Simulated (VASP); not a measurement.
# Ti (Im-3m) in VASP: single point with PBE

Aim: the single point of Ti with PBE.

All numbers are computed with VASP 6.6.1; they aren't measurements. Logs are shortened: lines on timing, memory, paths and dates and some standing lists are left out, and cuts for length are marked.

## Step 1: The cell of the first run

Symmetry: Im-3m, No. 229, cubic system. Conventional cell: a = 3.164 Å, b = 3.164 Å, c = 3.164 Å, α = 90.00°, β = 90.00°, γ = 90.00°. Ti (site symmetry m-3m) has 14 Ti at 2.74 to 3.16 Å within 3.6 Å.

## Step 2: Single point, PBE, collinear spin, zero start

The input, INCAR:

```
PREC = Accurate
ENCUT = 500
EDIFF = 1E-6
ISMEAR = -1
SIGMA = 0.1
LREAL = False
LASPH = True
NELM = 200
ALGO = Normal
ISIF = 2
LWAVE = False
LCHARG = True
ISPIN = 2
MAGMOM = 0
LORBIT = 11
LMAXMIX = 4
GGA = PE
LELF = True
LVHAR = True
NBANDS = 16
GGA_COMPAT = False
```

The input, KPOINTS:

```
regular mesh
0
Gamma
  8 8 8
```

The input, POSCAR:

```
Ti
1.0
   -1.5820000000      1.5820000000      1.5820000000
    1.5820000000     -1.5820000000      1.5820000000
    1.5820000000      1.5820000000     -1.5820000000
Ti
1
Direct
    0.0000000000      0.0000000000      0.0000000000
```

Potentials or basis: VASP PAW PBE potentials, release 64 (Ti_sv).

On the command line:

```sh
cat potpaw_PBE.64/Ti_sv/POTCAR > POTCAR
mpirun -np 1 vasp_std > vasp.out
```

OUTCAR:

```text
PREC = Accurate
   ENCUT = 500
   EDIFF = 1E-6
   ISMEAR = -1
   LREAL = False
   LASPH = True
   NELM = 200
   ISIF = 2
   ISPIN = 2
   LORBIT = 11
   GGA = PE

 ion  position               nearest neighbor table
   1  0.000  0.000  0.000-

  LATTYP: Found a body centered cubic cell.
 ALAT       =     3.1640000000

  Lattice vectors:

 A1 = (  -1.5820000000,   1.5820000000,   1.5820000000)
 A2 = (   1.5820000000,  -1.5820000000,   1.5820000000)
 A3 = (   1.5820000000,   1.5820000000,  -1.5820000000)

Analysis of symmetry for initial positions (statically):
=====================================================================
 Subroutine PRICEL returns:
 Original cell was already a primitive cell.

 Routine SETGRP: Setting up the symmetry group for a
 body centered cubic supercell.

 Subroutine GETGRP returns: Found 48 space group operations
 (whereof 48 operations were pure point group operations)
 out of a pool of 48 trial point group operations.

The static configuration has the point symmetry O_h .

Analysis of symmetry for dynamics (positions and initial velocities):
=====================================================================
 Subroutine PRICEL returns:
 Original cell was already a primitive cell.

 Routine SETGRP: Setting up the symmetry group for a
 body centered cubic supercell.

 Subroutine GETGRP returns: Found 48 space group operations
 (whereof 48 operations were pure point group operations)
 out of a pool of 48 trial point group operations.

The dynamic configuration has the point symmetry O_h .

Analysis of structural, dynamic, and magnetic symmetry:
=====================================================================
 Subroutine PRICEL returns:
 Original cell was already a primitive cell.

 Routine SETGRP: Setting up the symmetry group for a
 body centered cubic supercell.

 Subroutine GETGRP returns: Found 48 space group operations
 (whereof 48 operations were pure point group operations)
 out of a pool of 48 trial point group operations.

The overall configuration has the point symmetry O_h .

 Subroutine INISYM returns: Found 48 space group operations
 (whereof 48 operations are pure point group operations),
 and found     1 'primitive' translations

----------------------------------------------------------------------------------------

                                     Primitive cell

  volume of cell :      15.8372

  direct lattice vectors                    reciprocal lattice vectors
    -1.582000000  1.582000000  1.582000000     0.000000000  0.316055626  0.316055626
     1.582000000 -1.582000000  1.582000000     0.316055626  0.000000000  0.316055626
     1.582000000  1.582000000 -1.582000000     0.316055626  0.316055626  0.000000000

  length of vectors
     2.740104378  2.740104378  2.740104378     0.446970152  0.446970152  0.446970152

  position of ions in fractional coordinates (direct lattice)
     0.000000000  0.000000000  0.000000000

  ion indices of the primitive-cell ions
   primitive index   ion index
                 1           1

----------------------------------------------------------------------------------------

 KPOINTS: regular mesh

Automatic generation of k-mesh.
 Grid dimensions read from file:
 generate k-points for:    8    8    8

 Generating k-lattice:

  Cartesian coordinates                     Fractional coordinates (reciprocal lattice)
     0.000000000  0.039506953  0.039506953     0.125000000  0.000000000  0.000000000
     0.039506953  0.000000000  0.039506953     0.000000000  0.125000000  0.000000000
     0.039506953  0.039506953  0.000000000     0.000000000  0.000000000  0.125000000

  Length of vectors
     0.055871269  0.055871269  0.055871269

  Shift w.r.t. Gamma in fractional coordinates (k-lattice)
     0.000000000  0.000000000  0.000000000

 Subroutine IBZKPT returns following result:
 ===========================================

 Found     29 irreducible k-points:

 Following reciprocal coordinates:
            Coordinates               Weight
  0.000000  0.000000  0.000000      1.000000
  0.125000  0.000000  0.000000     12.000000
  0.250000  0.000000  0.000000     12.000000
  0.375000  0.000000  0.000000     12.000000
  0.500000  0.000000  0.000000      6.000000
  0.125000  0.125000  0.000000     24.000000
[... 16 lines left out ...]
 -0.250000  0.250000  0.250000      6.000000
 -0.375000  0.375000  0.250000     24.000000
 [... further k-points ...]
   k-points           NKPTS =     29   k-points in BZ     NKDIM =     29   number of bands    NBANDS=     16
   number of dos      NEDOS =    301   number of ions     NIONS =      1
   total plane-waves  NPLWV =   8000
   dimension x,y,z NGX =    20 NGY =   20 NGZ =   20
   dimension x,y,z NGXF=    40 NGYF=   40 NGZF=   40
   ions per type =               1
   NGX,Y,Z   is equivalent  to a cutoff of  12.13, 12.13, 12.13 a.u.
   NGXF,Y,Z  is equivalent  to a cutoff of  24.27, 24.27, 24.27 a.u.
 SYSTEM =  unknown system
   PREC   = accura    normal or accurate (medium, high low for compatibility)
   ISTART =      0    job   : 0-new  1-cont  2-samecut
   ICHARG =      2    charge: 1-file 2-atom 10-const
   ISPIN  =      2    spin polarized calculation?
   LNONCOLLINEAR =      F non collinear calculations
   LSORBIT =      F    spin-orbit coupling
   LASPH  =      T    aspherical Exc in radial PAW
   ENCUT  =  500.0 eV  36.75 Ry    6.06 a.u.   5.00  5.00  5.00*2*pi/ulx,y,z
   NELM   =    200;   NELMIN=  2; NELMDL= -5     # of ELM steps
   EDIFF  = 0.1E-05   stopping-criterion for ELM
   LREAL  =      F    real-space projection
   EDIFFG = 0.1E-04   stopping-criterion for IOM
   NSW    =      0    number of steps for IOM
   IBRION =     -1    ionic relax: 0-MD 1-quasi-New 2-CG
   NFREE  =      0    steps in history (QN), initial steepest desc. (CG)
   ISIF   =      2    stress and relaxation
   ISYM   =      2    0-nonsym 1-usesym 2-fastsym
   POTIM  = 0.5000    time-step for ionic-motion
   TEBEG  =    0.0;   TEEND  =   0.0 temperature during run
   PSTRESS=    0.0 pullay stress
   NELECT =      12.0000    total number of electrons
   NUPDOWN=      -1.0000    fix difference up-down
   EMIN   =  10.00;   EMAX   =-10.00  energy-range for DOS
   EFERMI =   0.00;   METHOD = LEGACY
   ISMEAR =    -1;   SIGMA  =   0.10  broadening in eV -4-tet -1-fermi 0-gaus
   EFERMI_NEDOS =   21; number of points for ismear=-14 and -15
   IALGO  =     38    algorithm
   IMIX   =      4    mixing-type and parameters
     AMIX     =   0.40;   BMIX     =  1.00
     AMIX_MAG =   1.60;   BMIX_MAG =  1.00
  volume/ion in A,a.u.               =      15.84       106.87
  Fermi-wavevector in a.u.,A,eV,Ry     =   1.492481  2.820380 30.306965  2.227499
  Thomas-Fermi vector in A             =   2.605003
   LORBIT       =     11    0 simple, 1 ext, 2 COOP (PROOUT), +10 PAW based schemes
   GGA     = PE    functional components
   LHFCALC =     F    Hartree Fock is set to
   AEXX    =    0.0000 exact exchange contribution
   IVDW    =     0    specifies the selected vdW correction
   LEPSILON=     F    determine dielectric tensor
   LRPA    =     F    only Hartree local field effects (RPA)
 spin polarized calculation
  energy-cutoff  :      500.00
  volume of cell :       15.84
 maximum number of plane-waves:       420
   NGX =  9   NGY =  9   NGZ =  9

 number of electron      11.9999998 magnetization       0.0000045

 number of electron      11.9999998 magnetization      -0.0000043

 Free energy of the ion-electron system (eV)
  ---------------------------------------------------
  ext. energy  EPLUGINS =         0.00000000
  ---------------------------------------------------
  free energy    TOTEN  =        -7.71986482 eV

  energy without entropy =       -7.65269504  energy(sigma->0) =       -7.68627993

 E-fermi :   9.0719     XC(G=0): -11.9346

 val. band max:        9.0639482688   @ k =   0.5000   0.5000   0.1250
 cond. band min:       9.0886710040   @ k =  -0.3750   0.3750   0.1250
 fundamental gap:      0.0247227352
 Fermi energy:         9.0718910538

 spin component 1

 k-point     1 :       0.0000    0.0000    0.0000
  band No.  band energies     occupation
      1     -47.2797      1.00000
      2     -23.0109      1.00000
      3     -23.0109      1.00000
      4     -23.0109      1.00000
      5       2.9398      1.00000
      6      10.1470      0.00002
[... 8 lines left out ...]
     15      33.8590      0.00000
     16      38.1107      0.00000

 k-point     2 :       0.1250    0.0000    0.0000
  band No.  band energies     occupation
      1     -47.2523      1.00000
      2     -23.1490      1.00000
      3     -23.0525      1.00000
      4     -23.0120      1.00000
      5       3.5102      1.00000
      6       9.8827      0.00030
[... 8 lines left out ...]
     15      34.1840      0.00000
     16      34.6846      0.00000
[... 387 lines left out ...]
      5       6.4370      1.00000
      6       9.0217      0.62294
[... 8 lines left out ...]
     15      36.3737      0.00000
     16      36.3737      0.00000

 k-point    24 :      -0.3750    0.3750    0.2500
  band No.  band energies     occupation
      1     -47.0487      1.00000
      2     -23.6751      1.00000
      3     -23.4138      1.00000
      4     -23.3350      1.00000
      5       7.2372      1.00000
      6       8.0946      0.99994
[... 8 lines left out ...]
     15      35.8295      0.00000
     16      35.9051      0.00000

 [... further k-points ...]

 spin component 2

 k-point     1 :       0.0000    0.0000    0.0000
  band No.  band energies     occupation
      1     -47.2796      1.00000
      2     -23.0109      1.00000
      3     -23.0109      1.00000
      4     -23.0109      1.00000
      5       2.9399      1.00000
      6      10.1470      0.00002
[... 8 lines left out ...]
     15      33.8590      0.00000
     16      38.1106      0.00000

 k-point     2 :       0.1250    0.0000    0.0000
  band No.  band energies     occupation
      1     -47.2522      1.00000
      2     -23.1490      1.00000
      3     -23.0525      1.00000
      4     -23.0120      1.00000
      5       3.5103      1.00000
      6       9.8827      0.00030
[... 8 lines left out ...]
     15      34.1840      0.00000
     16      34.6845      0.00000
[... 387 lines left out ...]
      5       6.4371      1.00000
      6       9.0217      0.62293
[... 8 lines left out ...]
     15      36.3737      0.00000
     16      36.3737      0.00000

 k-point    24 :      -0.3750    0.3750    0.2500
  band No.  band energies     occupation
      1     -47.0486      1.00000
      2     -23.6751      1.00000
      3     -23.4138      1.00000
      4     -23.3350      1.00000
      5       7.2372      1.00000
      6       8.0947      0.99994
[... 8 lines left out ...]
     15      35.8295      0.00000
     16      35.9051      0.00000

 [... further k-points ...]

------------------------ aborting loop because EDIFF is reached ----------------------------------------

  FORCE on cell =-STRESS in cart. coord.  units (eV):
  Direction    XX          YY          ZZ          XY          YZ          ZX
  --------------------------------------------------------------------------------------
  -------------------------------------------------------------------------------------
  Total        1.0433061      1.0433061      1.0433061     -0.0000000     -0.0000000     -0.0000000
  in kB      105.5462726    105.5462726    105.5462726     -0.0000000     -0.0000000     -0.0000000
  external PRESSURE =     105.5462726 kB  Pullay stress =       0.0000000 kB

 VOLUME and BASIS-vectors are now :
 -----------------------------------------------------------------------------
  energy-cutoff  :      500.00
  volume of cell :       15.84
      direct lattice vectors                 reciprocal lattice vectors
    -1.582000000  1.582000000  1.582000000     0.000000000  0.316055626  0.316055626
     1.582000000 -1.582000000  1.582000000     0.316055626  0.000000000  0.316055626
     1.582000000  1.582000000 -1.582000000     0.316055626  0.316055626  0.000000000

 POSITION                                       TOTAL-FORCE (eV/Angst)
 -----------------------------------------------------------------------------------
      0.00000      0.00000      0.00000        -0.000000      0.000000     -0.000000
 -----------------------------------------------------------------------------------
    total drift:                                0.000000     -0.000000     -0.000000

  FREE ENERGIE OF THE ION-ELECTRON SYSTEM (eV)
  ---------------------------------------------------
  free  energy   TOTEN  =        -7.7198648198 eV

  energy  without entropy=       -7.6526950382  energy(sigma->0) =       -7.68627993

 total charge

# of ion       s       p       d       tot
------------------------------------------
    1        2.263   6.127   1.992  10.382

 magnetization (x)

# of ion       s       p       d       tot
------------------------------------------
    1        0.000  -0.000  -0.000   0.000
```

Wall time 26 s (1 thread of Intel Xeon 8259CL, shared host); peak memory 0.13 GiB.

What came out:

| Item | Value |
| --- | --- |
| Free energy | -7.7199 eV |
| Pressure | 10.6 GPa |
| Band gap on the k mesh | zero (filled and empty bands overlap) |
| Net moment | 0.00 μB per cell |
| Valence electrons inside the program's atomic spheres | Ti 10.38 |

Levels at points of the mesh, in eV from the Fermi level:
Spin up:
```tsv
k point	band 3	band 4	band 5	band 6	band 7	band 8	band 9	band 10
(0.00, 0.00, 0.00)	-32.08	-32.08	-6.13	1.08	1.08	1.08	3.04	3.04
(0.50, 0.00, 0.00)	-32.36	-32.09	-2.68	-0.49	1.46	3.05	3.44	4.79
(0.50, 0.50, 0.50)	-32.69	-32.69	-2.43	-2.43	4.39	4.39	4.39	9.18
```
Spin down:
```
           k point  band 4  band 5  band 6  band 7  band 8  band 9
(0.00, 0.00, 0.00)  -32.08   -6.13    1.08    1.08    1.08    3.04
(0.50, 0.00, 0.00)  -32.09   -2.68   -0.49    1.46    3.05    3.44
(0.50, 0.50, 0.50)  -32.69   -2.43   -2.43    4.39    4.39    4.39
```
